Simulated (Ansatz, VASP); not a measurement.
Ag: VASP beside Ansatz

```
Ag
1.0
    -1.41817    1.41817    1.41817
     1.41817   -1.41817    1.41817
     1.41817    1.41817   -1.41817
Ag
1
Direct
  0.00000 0.00000 0.00000
```

Change from the starting cell: volume scaled by 0.68, crystal datasets.

Alike in both runs: task single point; functional PBEsol; k mesh 18 × 18 × 18; occupations fermi-dirac, width 0.08 eV; no spin polarisation.

|  | VASP | Ansatz |
| --- | --- | --- |
| version | VASP 6.6.1 | Ansatz 0.2.0 |
| potentials or method | VASP PAW PBE potentials, release 64 (Ag), cutoff 520 eV | all-electron PAW with datasets made for the crystal, scalar-relativistic |

|  | VASP | Ansatz | Ansatz less VASP |
| --- | --- | --- | --- |
| pressure (GPa) | 129.6 | 130.7 | +1.09 |

VASP's potentials were made for PBE, not for PBEsol. Both programs put the cell under a high pressure, so it lies far from rest at this level. Ansatz ran all-electron here, and VASP with PAW potentials.

Noted on VASP's run: the cell as given lies far from equilibrium.
